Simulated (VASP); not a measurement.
# Si3C (R3m) in VASP: further runs, part 2 of 2

VASP 6.6.1. The steps go on from the part before.

## (3) Single point, PBE

File INCAR:

```
SYSTEM = Si3C
PREC     = Accurate       ! precision mode
ENCUT    = 520            ! plane-wave cutoff, eV
EDIFF    = 1E-6           ! SCF threshold, eV
ISMEAR   = -1             ! smearing method
SIGMA    = 0.001          ! smearing width, eV
LREAL    = .FALSE.        ! projectors in reciprocal space
LASPH    = .TRUE.         ! aspherical terms in the spheres
NELM     = 60             ! most SCF steps
ALGO     = Normal         ! electronic algorithm
ISIF     = 2              ! what is computed and relaxed
LWAVE    = .FALSE.        ! write WAVECAR
LCHARG   = .FALSE.        ! write CHGCAR
GGA      = PE             ! functional
NBANDS   = 16             ! bands
```

File KPOINTS:

```
Automatic mesh
0
G
  6 6 6
  0 0 0
```

File POSCAR:

```
Si3C
1.0
    1.6986113246      0.9806937055      5.8709154094
   -1.6986113246      0.9806937055      5.8709154094
    0.0000000000     -1.9613874110      5.8709154094
C Si
1 3
Direct
    0.9989692349     -0.0010307651     -0.0010307651
    0.4966196746      0.4966196746      0.4966196746
    0.3638779033      0.3638779033      0.3638779033
    0.8905331871      0.8905331871      0.8905331871
```

Potentials or basis: VASP PAW PBE potentials, release 64 (C, Si).

Run with:

```sh
cat potpaw_PBE.64/C/POTCAR potpaw_PBE.64/Si/POTCAR > POTCAR
mpirun -np 1 vasp_std > vasp.out
```

OUTCAR:

```text
SYSTEM = Si3C
   PREC = Accurate
   ENCUT = 520
   EDIFF = 1E-6
   ISMEAR = -1
   LREAL = .FALSE.
   LASPH = .TRUE.
   NELM = 60
   ISIF = 2
   GGA = PE

 ion  position               nearest neighbor table
   1  0.999  0.999  0.999-   4 1.91   3 2.04   3 2.04   3 2.04
   2  0.497  0.497  0.497-   4 2.23   4 2.23   4 2.23   3 2.34
   3  0.364  0.364  0.364-   1 2.04   1 2.04   1 2.04   2 2.34
   4  0.891  0.891  0.891-   1 1.91   2 2.23   2 2.23   2 2.23

  LATTYP: Found a trigonal (rhomboedric) cell.
 ALAT       =     6.1898859699
 COS(alpha) =     0.8493903744

  Lattice vectors:

 A1 = (   1.6986113246,   0.9806937055,   5.8709154094)
 A2 = (  -1.6986113246,   0.9806937055,   5.8709154094)
 A3 = (   0.0000000000,  -1.9613874110,   5.8709154094)

Analysis of symmetry for initial positions (statically):
=====================================================================
 Subroutine PRICEL returns:
 Original cell was already a primitive cell.

 Routine SETGRP: Setting up the symmetry group for a
 trigonal (rhombohedral) supercell.

 Subroutine GETGRP returns: Found  6 space group operations
 (whereof  6 operations were pure point group operations)
 out of a pool of 12 trial point group operations.

The static configuration has the point symmetry C_3v.

Analysis of symmetry for dynamics (positions and initial velocities):
=====================================================================
 Subroutine PRICEL returns:
 Original cell was already a primitive cell.

 Routine SETGRP: Setting up the symmetry group for a
 trigonal (rhombohedral) supercell.

 Subroutine GETGRP returns: Found  6 space group operations
 (whereof  6 operations were pure point group operations)
 out of a pool of 12 trial point group operations.

The dynamic configuration has the point symmetry C_3v.

 Subroutine INISYM returns: Found  6 space group operations
 (whereof  6 operations are pure point group operations),
 and found     1 'primitive' translations

[... 119 lines left out ...]
  volume/ion in A,a.u.               =      14.67        99.00
  Fermi-wavevector in a.u.,A,eV,Ry     =   1.061581  2.006098 15.333157  1.126955
  Thomas-Fermi vector in A             =   2.197003
   LORBIT       =      0    0 simple, 1 ext, 2 COOP (PROOUT), +10 PAW based schemes
   GGA     = PE    functional components
   LHFCALC =     F    Hartree Fock is set to
   AEXX    =    0.0000 exact exchange contribution
   IVDW    =     0    specifies the selected vdW correction
   LEPSILON=     F    determine dielectric tensor
   LRPA    =     F    only Hartree local field effects (RPA)
 non-spin polarized calculation
  energy-cutoff  :      520.00
  volume of cell :       58.68
 maximum number of plane-waves:      1594
 NGX is ok and might be reduce to    48
   NGX = 23   NGY = 23   NGZ = 23

 number of electron      16.0000000 magnetization

 Free energy of the ion-electron system (eV)
  ---------------------------------------------------
  ext. energy  EPLUGINS =         0.00000000
  ---------------------------------------------------
  free energy    TOTEN  =       -24.22361870 eV

  energy without entropy =      -24.22358019  energy(sigma->0) =      -24.22359944

 E-fermi :   8.0605     XC(G=0): -10.3350

 val. band max:        8.0605021330   @ k =   0.3333   0.3333   0.1667
 cond. band min:       8.1460337072   @ k =  -0.3333   0.5000   0.1667
 fundamental gap:      0.0855315742
 Fermi energy:         8.0605021330

 k-point     1 :       0.0000    0.0000    0.0000
  band No.  band energies     occupation
      1      -7.0892      2.00000
      2      -3.5928      2.00000
      3      -1.0372      2.00000
      4       4.9627      2.00000
      5       4.9627      2.00000
      6       6.4026      2.00000
[... 433 lines left out ...]
      3      -0.7080      2.00000
      4       0.8981      2.00000
      5       2.5947      2.00000
      6       3.7167      2.00000
[... 8 lines left out ...]
     15      15.5937      0.00000
     16      17.2810      0.00000

 [... further k-points ...]

------------------------ aborting loop because EDIFF is reached ----------------------------------------

  FORCE on cell =-STRESS in cart. coord.  units (eV):
  Direction    XX          YY          ZZ          XY          YZ          ZX
  --------------------------------------------------------------------------------------
  -------------------------------------------------------------------------------------
  Total        0.6793372      0.6793372      0.6597939      0.0000000     -0.0000000      0.0000000
  in kB       18.5486157     18.5486157     18.0150044      0.0000000     -0.0000000      0.0000000
  external PRESSURE =      18.3707453 kB  Pullay stress =       0.0000000 kB

 VOLUME and BASIS-vectors are now :
 -----------------------------------------------------------------------------
  energy-cutoff  :      520.00
  volume of cell :       58.68
      direct lattice vectors                 reciprocal lattice vectors
     1.698611325  0.980693706  5.870915409     0.294358099  0.169947728  0.056777063
    -1.698611325  0.980693706  5.870915409    -0.294358099  0.169947728  0.056777063
     0.000000000 -1.961387411  5.870915409     0.000000000 -0.339895455  0.056777063

 POSITION                                       TOTAL-FORCE (eV/Angst)
 -----------------------------------------------------------------------------------
      0.00000      0.00000     17.59459         0.000000      0.000000      0.111866
      0.00000      0.00000      8.74684         0.000000      0.000000     -0.070880
      0.00000      0.00000      6.40889         0.000000     -0.000000     -0.120715
      0.00000      0.00000     15.68474         0.000000     -0.000000      0.079728
 -----------------------------------------------------------------------------------
    total drift:                                0.000000      0.000000      0.000219

  FREE ENERGIE OF THE ION-ELECTRON SYSTEM (eV)
  ---------------------------------------------------
  free  energy   TOTEN  =       -24.2236186965 eV

  energy  without entropy=      -24.2235801884  energy(sigma->0) =      -24.22359944
```

It took 34 s on 1 thread of Intel Xeon 6975P-C (Granite Rapids), shared host; peak memory 0.29 GiB.

Results:

```yaml
Free_energy: -24.2236 eV
Pressure: 1.8 GPa
Largest_force: 0.121 eV/Å
Band_gap_on_the_k_mesh: zero (band 8 reaches 8.81 eV, above the bottom of band 9 at 7.44 eV)
```

Forces in eV/Å, atoms in the order of the input:
```
C    0.000  0.000  0.112
Si   0.000  0.000 -0.071
Si   0.000  0.000 -0.121
Si   0.000  0.000  0.080
```

Levels at points of the mesh, in eV from the Fermi level:
```csv
k point,band 5,band 6,band 7,band 8,band 9,band 10,band 11,band 12
"(0.00, 0.00, 0.00)",-3.10,-1.66,0.12,0.75,0.75,2.55,3.34,3.34
"(0.50, 0.00, 0.00)",-5.37,-4.76,-4.45,-1.71,0.72,1.82,2.73,4.93
"(0.50, 0.50, 0.00)",-4.56,-4.52,-2.47,-1.25,-0.62,0.63,1.86,3.40
"(0.50, 0.50, 0.50)",-3.09,-3.09,0.48,0.48,1.08,2.65,3.78,3.78
```

Caveat: the k points lie up to 0.36 Å⁻¹ apart.
